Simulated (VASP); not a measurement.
# Pb (I4/mmm) in VASP: notebook

Pb is run at these levels: LDA; tasks: single point.

All numbers are computed with VASP 6.6.1; they aren't measurements. Logs are shortened: lines on timing, memory, paths and dates and some standing lists are left out, and cuts for length are marked.

### Step 1. The cell of the first run

It takes space group I4/mmm (No. 139, tetragonal). Conventional cell: a = 3.761 Å, b = 3.761 Å, c = 4.058 Å, α = 90.00°, β = 90.00°, γ = 90.00°. Within 4.4 Å of Pb (site symmetry 4/mmm) lie 14 Pb at 3.35 to 4.06 Å.

### Step 2. Single point, LDA (strain -0.050 along x and y, +0.025 along z)

INCAR

```
SYSTEM = Pb
  PREC = Accurate
  ENCUT = 520
  EDIFF = 1E-6
  ISMEAR = 0
  SIGMA = 0.15
  LREAL = .FALSE.
  LASPH = .TRUE.
  NELM = 60
  ALGO = Fast
  ISIF = 2
  LWAVE = .FALSE.
  LCHARG = .FALSE.
  GGA = CA
  NBANDS = 13
```

KPOINTS

```
Automatic mesh
0
G
  18 18 18
  0 0 0
```

POSCAR

```
Pb
1.0
   -1.8806765884      1.8806765884      2.0291510559
    1.8806765884     -1.8806765884      2.0291510559
    1.8806765884      1.8806765884     -2.0291510559
Pb
1
Direct
    0.0000000000      0.0000000000      0.0000000000
```

Potentials or basis: VASP PAW LDA potentials, release 64 (Pb_d).

Command:

```
> cat potpaw_LDA.64/Pb_d/POTCAR > POTCAR
> mpirun -np 1 vasp_std > vasp.out
```

OUTCAR:

```text
SYSTEM = Pb
   PREC = Accurate
   ENCUT = 520
   EDIFF = 1E-6
   ISMEAR = 0
   LREAL = .FALSE.
   LASPH = .TRUE.
   NELM = 60
   ISIF = 2
   GGA = CA

 ion  position               nearest neighbor table
   1  0.000  0.000  0.000-

  LATTYP: Found a body centered tetragonal cell.
 ALAT       =     3.7613531768
 C/A-ratio  =     1.0789473684

  Lattice vectors:

 A1 = (  -1.8806765884,   1.8806765884,   2.0291510559)
 A2 = (   1.8806765884,  -1.8806765884,   2.0291510559)
 A3 = (   1.8806765884,   1.8806765884,  -2.0291510559)

Analysis of symmetry for initial positions (statically):
=====================================================================
 Subroutine PRICEL returns:
 Original cell was already a primitive cell.

 Routine SETGRP: Setting up the symmetry group for a
 body centered tetragonal supercell.

 Subroutine GETGRP returns: Found 16 space group operations
 (whereof 16 operations were pure point group operations)
 out of a pool of 16 trial point group operations.

The static configuration has the point symmetry D_4h.

Analysis of symmetry for dynamics (positions and initial velocities):
=====================================================================
 Subroutine PRICEL returns:
 Original cell was already a primitive cell.

 Routine SETGRP: Setting up the symmetry group for a
 body centered tetragonal supercell.

 Subroutine GETGRP returns: Found 16 space group operations
 (whereof 16 operations were pure point group operations)
 out of a pool of 16 trial point group operations.

The dynamic configuration has the point symmetry D_4h.

 Subroutine INISYM returns: Found 16 space group operations
 (whereof 16 operations are pure point group operations),
 and found     1 'primitive' translations

----------------------------------------------------------------------------------------

                                     Primitive cell

  volume of cell :      28.7080

  direct lattice vectors                    reciprocal lattice vectors
    -1.880676588  1.880676588  2.029151056     0.000000000  0.265861766  0.246408467
     1.880676588 -1.880676588  2.029151056     0.265861766  0.000000000  0.246408467
     1.880676588  1.880676588 -2.029151056     0.265861766  0.265861766  0.000000000

  length of vectors
     3.345346450  3.345346450  3.345346450     0.362490843  0.362490843  0.375985316

  position of ions in fractional coordinates (direct lattice)
     0.000000000  0.000000000  0.000000000

  ion indices of the primitive-cell ions
   primitive index   ion index
                 1           1

----------------------------------------------------------------------------------------

 KPOINTS: Automatic mesh

Automatic generation of k-mesh.
 Grid dimensions read from file:
 generate k-points for:   18   18   18

 Generating k-lattice:

  Cartesian coordinates                     Fractional coordinates (reciprocal lattice)
     0.000000000  0.014770098  0.013689359     0.055555556  0.000000000 -0.000000000
     0.014770098  0.000000000  0.013689359     0.000000000  0.055555556 -0.000000000
     0.014770098  0.014770098  0.000000000     0.000000000  0.000000000  0.055555556

  Length of vectors
     0.020138380  0.020138380  0.020888073

  Shift w.r.t. Gamma in fractional coordinates (k-lattice)
     0.000000000  0.000000000  0.000000000

 Subroutine IBZKPT returns following result:
 ===========================================

 Found    480 irreducible k-points:

 Following reciprocal coordinates:
            Coordinates               Weight
  0.000000  0.000000  0.000000      1.000000
  0.055556 -0.000000  0.000000      8.000000
  0.111111 -0.000000  0.000000      8.000000
  0.166667 -0.000000  0.000000      8.000000
  0.222222 -0.000000  0.000000      8.000000
  0.277778 -0.000000  0.000000      8.000000
[... 16 lines left out ...]
 -0.277778  0.055556 -0.000000     16.000000
 -0.222222  0.055556 -0.000000     16.000000
 [... further k-points ...]
   k-points           NKPTS =    480   k-points in BZ     NKDIM =    480   number of bands    NBANDS=     13
   number of dos      NEDOS =    301   number of ions     NIONS =      1
   total plane-waves  NPLWV =  21952
   dimension x,y,z NGX =    28 NGY =   28 NGZ =   28
   dimension x,y,z NGXF=    56 NGYF=   56 NGZF=   56
   ions per type =               1
   NGX,Y,Z   is equivalent  to a cutoff of  13.91, 13.91, 13.91 a.u.
   NGXF,Y,Z  is equivalent  to a cutoff of  27.83, 27.83, 27.83 a.u.
 SYSTEM =  Pb
   PREC   = accura    normal or accurate (medium, high low for compatibility)
   ISTART =      0    job   : 0-new  1-cont  2-samecut
   ICHARG =      2    charge: 1-file 2-atom 10-const
   ISPIN  =      1    spin polarized calculation?
   LNONCOLLINEAR =      F non collinear calculations
   LSORBIT =      F    spin-orbit coupling
   LASPH  =      T    aspherical Exc in radial PAW
   ENCUT  =  520.0 eV  38.22 Ry    6.18 a.u.   6.22  6.22  6.22*2*pi/ulx,y,z
   NELM   =     60;   NELMIN=  2; NELMDL= -5     # of ELM steps
   EDIFF  = 0.1E-05   stopping-criterion for ELM
   LREAL  =      F    real-space projection
   EDIFFG = 0.1E-04   stopping-criterion for IOM
   NSW    =      0    number of steps for IOM
   IBRION =     -1    ionic relax: 0-MD 1-quasi-New 2-CG
   NFREE  =      0    steps in history (QN), initial steepest desc. (CG)
   ISIF   =      2    stress and relaxation
   ISYM   =      2    0-nonsym 1-usesym 2-fastsym
   POTIM  = 0.5000    time-step for ionic-motion
   TEBEG  =    0.0;   TEEND  =   0.0 temperature during run
   PSTRESS=    0.0 pullay stress
   NELECT =      14.0000    total number of electrons
   NUPDOWN=      -1.0000    fix difference up-down
   EMIN   =  10.00;   EMAX   =-10.00  energy-range for DOS
   EFERMI =   0.00;   METHOD = LEGACY
   ISMEAR =     0;   SIGMA  =   0.15  broadening in eV -4-tet -1-fermi 0-gaus
   EFERMI_NEDOS =   21; number of points for ismear=-14 and -15
   IALGO  =     68    algorithm
   IMIX   =      4    mixing-type and parameters
     AMIX     =   0.40;   BMIX     =  1.00
     AMIX_MAG =   1.60;   BMIX_MAG =  1.00
  volume/ion in A,a.u.               =      28.71       193.73
  Fermi-wavevector in a.u.,A,eV,Ry     =   1.288596  2.435093 22.592183  1.660479
  Thomas-Fermi vector in A             =   2.420540
   LORBIT       =      0    0 simple, 1 ext, 2 COOP (PROOUT), +10 PAW based schemes
   GGA     = CA    functional components
   LHFCALC =     F    Hartree Fock is set to
   AEXX    =    0.0000 exact exchange contribution
   IVDW    =     0    specifies the selected vdW correction
   LEPSILON=     F    determine dielectric tensor
   LRPA    =     F    only Hartree local field effects (RPA)
 non-spin polarized calculation
 RMM-DIIS sequential band-by-band and
 Gauss-broadening in eV      SIGMA  =   0.15
  energy-cutoff  :      520.00
  volume of cell :       28.71
 maximum number of plane-waves:       786
 NGX is ok and might be reduce to    28
   NGX = 13   NGY = 13   NGZ = 13

 number of electron      14.0000002 magnetization

 Free energy of the ion-electron system (eV)
  ---------------------------------------------------
  ext. energy  EPLUGINS =         0.00000000
  ---------------------------------------------------
  free energy    TOTEN  =        -4.22467870 eV

  energy without entropy =       -4.21832883  energy(sigma->0) =       -4.22150376

 E-fermi :   7.6331     XC(G=0): -10.7216

 val. band max:        7.6323052344   @ k =  -0.2778  -0.3333   0.1111
 cond. band min:       7.6365135331   @ k =  -0.1667  -0.2778   0.1111
 fundamental gap:      0.0042082987
 Fermi energy:         7.6331138900

 k-point     1 :       0.0000    0.0000    0.0000
  band No.  band energies     occupation
      1      -9.4897      2.00000
      2      -9.4897      2.00000
      3      -9.4362      2.00000
      4      -9.2290      2.00000
      5      -9.1733      2.00000
      6      -4.5117      2.00000
      7      15.4399      0.00000
      8      15.7637      0.00000
      9      15.7637      0.00000
     10      18.3242      0.00000
     11      19.3716      0.00000
     12      19.3716      0.00000
     13      20.3260      0.00000

 k-point     2 :       0.0556   -0.0000    0.0000
  band No.  band energies     occupation
      1      -9.4857      2.00000
      2      -9.4850      2.00000
      3      -9.4312      2.00000
      4      -9.2308      2.00000
      5      -9.1755      2.00000
      6      -4.4468      2.00000
      7      14.8161      0.00000
      8      15.5484      0.00000
      9      15.5542      0.00000
     10      18.1143      0.00000
     11      19.1367      0.00000
     12      19.2203      0.00000
     13      20.6897      0.00000

 k-point     3 :       0.1111   -0.0000    0.0000
  band No.  band energies     occupation
      1      -9.4818      2.00000
      2      -9.4749      2.00000
      3      -9.4064      2.00000
      4      -9.2361      2.00000
      5      -9.1811      2.00000
      6      -4.2516      2.00000
      7      13.2148      0.00000
      8      15.0024      0.00000
      9      15.3329      0.00000
     10      17.7715      0.00000
     11      18.7878      0.00000
     12      18.8793      0.00000
     13      21.0311      0.00000
[... 305 lines left out ...]
 k-point    23 :      -0.2778    0.0556   -0.0000
  band No.  band energies     occupation
      1      -9.5077      2.00000
      2      -9.4509      2.00000
      3      -9.2536      2.00000
      4      -9.2503      2.00000
      5      -9.1915      2.00000
      6      -3.1209      2.00000
      7       8.6380      0.00000
      8      12.9198      0.00000
      9      14.0582      0.00000
     10      17.1979      0.00000
     11      18.1035      0.00000
     12      18.6303      0.00000
     13      22.3187      0.00000

 k-point    24 :      -0.2222    0.0556   -0.0000
  band No.  band energies     occupation
      1      -9.4943      2.00000
      2      -9.4574      2.00000
      3      -9.3196      2.00000
      4      -9.2443      2.00000
      5      -9.1903      2.00000
      6      -3.6445      2.00000
      7      10.3868      0.00000
      8      13.6524      0.00000
      9      14.4586      0.00000
     10      17.5533      0.00000
     11      18.0232      0.00000
     12      18.7705      0.00000
     13      21.8825      0.00000

 [... further k-points ...]

------------------------ aborting loop because EDIFF is reached ----------------------------------------

  FORCE on cell =-STRESS in cart. coord.  units (eV):
  Direction    XX          YY          ZZ          XY          YZ          ZX
  --------------------------------------------------------------------------------------
  -------------------------------------------------------------------------------------
  Total        0.0470564      0.0470564      0.2138913      0.0000000     -0.0000000      0.0000000
  in kB        2.6261943      2.6261943     11.9371643      0.0000000     -0.0000000      0.0000000
  external PRESSURE =       5.7298510 kB  Pullay stress =       0.0000000 kB

 VOLUME and BASIS-vectors are now :
 -----------------------------------------------------------------------------
  energy-cutoff  :      520.00
  volume of cell :       28.71
      direct lattice vectors                 reciprocal lattice vectors
    -1.880676588  1.880676588  2.029151056     0.000000000  0.265861766  0.246408467
     1.880676588 -1.880676588  2.029151056     0.265861766  0.000000000  0.246408467
     1.880676588  1.880676588 -2.029151056     0.265861766  0.265861766  0.000000000

 POSITION                                       TOTAL-FORCE (eV/Angst)
 -----------------------------------------------------------------------------------
      0.00000      0.00000      0.00000         0.000000      0.000000      0.000000
 -----------------------------------------------------------------------------------
    total drift:                               -0.000000     -0.000000     -0.000000

  FREE ENERGIE OF THE ION-ELECTRON SYSTEM (eV)
  ---------------------------------------------------
  free  energy   TOTEN  =        -4.2246786998 eV

  energy  without entropy=       -4.2183288265  energy(sigma->0) =       -4.22150376
```

Wall time 90 s (1 thread of Intel Xeon 6975P-C (Granite Rapids), shared host); peak memory 0.27 GiB.

What came out:

* Free energy: -4.2247 eV
* Pressure: 0.6 GPa
* Band gap on the k mesh: zero (bands 7 and 8 overlap by 9.94 eV)

Caveat: the cell differs from its parent crystal (strain -0.050 along x and y, +0.025 along z); spin-orbit coupling is left out, which moves the levels of the heavy elements.

### Step 3. Single point, LDA (strain -0.050 along x and y, +0.050 along z)

INCAR

```
SYSTEM = Pb
ALGO = Fast ; EDIFF = 1E-6
ENCUT = 520 ; GGA = CA
ISIF = 2 ; ISMEAR = 0
LASPH = .True. ; LCHARG = .False.
LREAL = .False. ; LWAVE = .False.
NBANDS = 13 ; NELM = 60
PREC = Accurate ; SIGMA = 0.15
```

KPOINTS

```
k-points
0
Gamma
  18 18 18
  0 0 0
```

POSCAR

```
Pb
1.0
   -1.8806765884      1.8806765884      2.0786425450
    1.8806765884     -1.8806765884      2.0786425450
    1.8806765884      1.8806765884     -2.0786425450
Pb
1
Direct
    0.0000000000      0.0000000000      0.0000000000
```

Potentials or basis: VASP PAW LDA potentials, release 64 (Pb_d).

Command:

```
> cat potpaw_LDA.64/Pb_d/POTCAR > POTCAR
> mpirun -np 1 vasp_std > vasp.out
```

It took 90 s on 1 thread of Intel Xeon 6975P-C (Granite Rapids), shared host; peak memory 0.27 GiB.

The run converged. Its results:

```yaml
Free_energy: -4.2280 eV
Pressure: -0.6 GPa
Band_gap_on_the_k_mesh: zero (bands 7 and 8 overlap by 9.59 eV)
```

Stress tensor (GPa, compression positive):
```
-1.01  0.00  0.00
 0.00 -1.01  0.00
 0.00  0.00  0.24
```

Levels at points of the mesh, in eV from the Fermi level:
| k point | band 4 | band 5 | band 6 | band 7 | band 8 | band 9 | band 10 | band 11 |
| --- | --- | --- | --- | --- | --- | --- | --- | --- |
| (0.00, 0.00, 0.00) | -16.87 | -16.80 | -11.98 | 7.54 | 7.89 | 7.89 | 10.52 | 11.90 |
| (0.50, 0.00, 0.00) | -16.81 | -16.67 | -8.06 | -4.27 | 3.98 | 5.77 | 8.39 | 9.72 |
| (0.50, 0.50, 0.00) | -16.79 | -16.65 | -7.58 | -4.00 | 2.83 | 4.19 | 6.96 | 8.26 |
| (0.50, 0.50, 0.50) | -16.69 | -16.69 | -5.21 | -1.51 | 0.20 | 0.20 | 4.46 | 5.24 |

Caveat: the cell differs from its parent crystal (strain -0.050 along x and y, +0.050 along z); spin-orbit coupling is left out, which moves the levels of the heavy elements.

### Step 4. Single point, LDA (strain -0.025 along x and y, +0.050 along z)

INCAR

```
ALGO = Fast
EDIFF = 1E-6
ENCUT = 520
ISIF = 2
ISMEAR = 0
LASPH = True
LCHARG = False
LREAL = False
LWAVE = False
NBANDS = 13
NELM = 80
PREC = Accurate
SIGMA = 0.15
```

KPOINTS

```
k-points
0
Gamma
  18 18 18
```

POSCAR

```
Pb
1.0
   -1.9301680775      1.9301680775      2.0786425450
    1.9301680775     -1.9301680775      2.0786425450
    1.9301680775      1.9301680775     -2.0786425450
Pb
1
Direct
    0.0000000000      0.0000000000      0.0000000000
```

Command:

```
> cat potpaw_LDA.64/Pb_d/POTCAR > POTCAR
> mpirun -np 1 vasp_std > vasp.out
```

Wall time 93 s (1 thread of Intel Xeon 6975P-C (Granite Rapids), shared host); peak memory 0.28 GiB.

Results (log left out):

* Free energy: -4.2071 eV
* Pressure: -2.9 GPa
* Band gap on the k mesh: zero (bands 7 and 8 overlap by 9.10 eV)

Stress tensor (GPa, compression positive):
```
-3.27  0.00  0.00
 0.00 -3.27  0.00
 0.00  0.00 -2.13
```

Levels at points of the mesh, in eV from the Fermi level:
```csv
k point,band 3,band 4,band 5,band 6,band 7,band 8,band 9,band 10,band 11,band 12
"(0.00, 0.00, 0.00)",-17.00,-16.83,-16.78,-11.61,7.17,7.45,7.45,10.63,11.58,11.58
"(0.50, 0.00, 0.00)",-16.85,-16.80,-16.67,-7.98,-3.98,3.67,5.46,7.92,9.33,12.47
"(0.50, 0.50, 0.00)",-16.79,-16.78,-16.65,-7.65,-3.80,2.87,4.33,6.92,8.27,15.10
"(0.50, 0.50, 0.50)",-16.71,-16.69,-16.69,-5.35,-1.14,0.08,0.08,4.44,5.03,16.46
```

Caveat: the cell differs from its parent crystal (strain -0.025 along x and y, +0.050 along z); spin-orbit coupling is left out, which moves the levels of the heavy elements.

### Step 5. The runs side by side

| cell | gap on the mesh (eV) | pressure (GPa) |
| --- | --- | --- |
| a = 3.345 Å, angles 111.6, 111.6, 105.3°, 1 atom | none | 0.6 |
| a = 3.376 Å, angles 112.3, 112.3, 104.0°, 1 atom | none | -0.6 |
| a = 3.431 Å, angles 111.5, 111.5, 105.4°, 1 atom | none | -2.9 |

Alike in all rows: task single point; level LDA; potentials or basis VASP PAW LDA potentials, release 64 (Pb_d); no spin polarisation; k mesh 18 × 18 × 18; cutoff (eV) 520; smearing gaussian 0.15 eV.

Caveats: spin-orbit coupling is left out, which moves the levels of the heavy elements.

Absolute energies hang on the potentials; compare differences alone.
